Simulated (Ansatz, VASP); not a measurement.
## AlW3 in VASP and in Ansatz

```
CELL_PARAMETERS angstrom
3.98443 0.00000 0.00000
0.00000 3.98443 0.00000
0.00000 0.00000 3.98443
ATOMIC_POSITIONS crystal
Al 0.00000 0.00000 0.00000
W 0.50000 0.00000 0.50000
W 0.00000 0.50000 0.50000
W 0.50000 0.50000 0.00000
```

Change from the starting cell: species swapped into the GaNi3 type (Pm-3m, No. 221).

Alike in both runs: functional PBE; k mesh 4 × 4 × 4; occupations gaussian, width 0.1 eV; no spin polarisation.

Ansatz relaxed the structure, and its values are those at the end. VASP's run is a single point on that final structure, the one shown.

|  | VASP | Ansatz |
| --- | --- | --- |
| version | VASP 6.6.1 | Ansatz 0.2.0 |
| potentials or method | VASP PAW PBE potentials, release 64 (Al, W_sv), cutoff 520 eV | scalar-relativistic, plane waves, PAW |
| valence electrons in the cell | 45 | 45 |

```tsv
	VASP	Ansatz	Ansatz less VASP
gap on the k mesh at the Fermi level (eV)	none	none	-
pressure (GPa)	0.2	0.0	-0.26
```

A gap of «none» marks a metal or a gap that the smearing closes.

The k mesh is coarse, so the values compare programs but aren't converged. Neither program's run includes spin-orbit coupling.
